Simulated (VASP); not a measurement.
# CdSiN2: single point with PBEsol

The system is CdSiN2.

```
CELL_PARAMETERS angstrom
3.03750 0.00000 0.00000
0.00000 3.03750 0.00000
0.00000 0.00000 5.07232
ATOMIC_POSITIONS crystal
Cd 0.00000 0.00000 0.00000
N 0.00000 0.50000 0.31797
N 0.50000 0.00000 0.68203
Si 0.50000 0.50000 0.50000
```

```
Program             : VASP 6.6.1
Task                : single point
Functional          : PBEsol
Potentials or basis : VASP PAW PBE potentials, release 64 (Cd, N, Si)
Cutoff              : 520 eV
k mesh              : 8 × 8 × 4
Occupations         : fermi-dirac, width 0.02 eV
Spin                : no spin polarisation
```

- Pressure: 1.0 GPa
- Largest force: 0.098 eV/Å
- Band gap on the k mesh: 1.20 eV, indirect (least direct gap 1.22 eV)

Forces in eV/Å, atoms in the order of the input:
```
Cd   0.000  0.000  0.000
N    0.000  0.000  0.098
N    0.000  0.000 -0.098
Si   0.000  0.000  0.000
```

Stress tensor (GPa, compression positive):
```
0.87 0.00 0.00
0.00 0.87 0.00
0.00 0.00 1.35
```

Levels at points of the mesh, in eV from the valence-band top:
```tsv
k point	band 10	band 11	band 12	band 13	band 14	band 15	band 16	band 17
(0.00, 0.00, 0.00)	-3.98	-2.52	-0.02	-0.02	1.20	4.25	6.25	10.71
(0.50, 0.00, 0.00)	-3.33	-3.20	-3.14	-0.11	4.14	5.32	5.37	9.27
(0.50, 0.50, 0.00)	-3.81	-2.49	-2.49	-1.73	2.79	2.79	6.61	7.16
(0.00, 0.00, 0.50)	-3.59	-3.59	-0.50	-0.50	3.77	3.98	4.16	8.03
(0.50, 0.00, 0.50)	-3.22	-1.87	-1.40	0.00	3.24	4.05	6.14	8.87
(0.50, 0.50, 0.50)	-4.31	-3.47	-3.47	-1.90	5.49	5.49	7.55	7.55
```

Wall time 15 s on 1 thread of Intel(R) Xeon(R) 6975P-C (Granite Rapids) (shared host), peak memory 0.19 GiB.

Caveat: the PAW data sets were made with another functional, which shifts forces and pressure a little. Expect the measured gap to be larger: semilocal functionals such as PBEsol lack the derivative discontinuity.
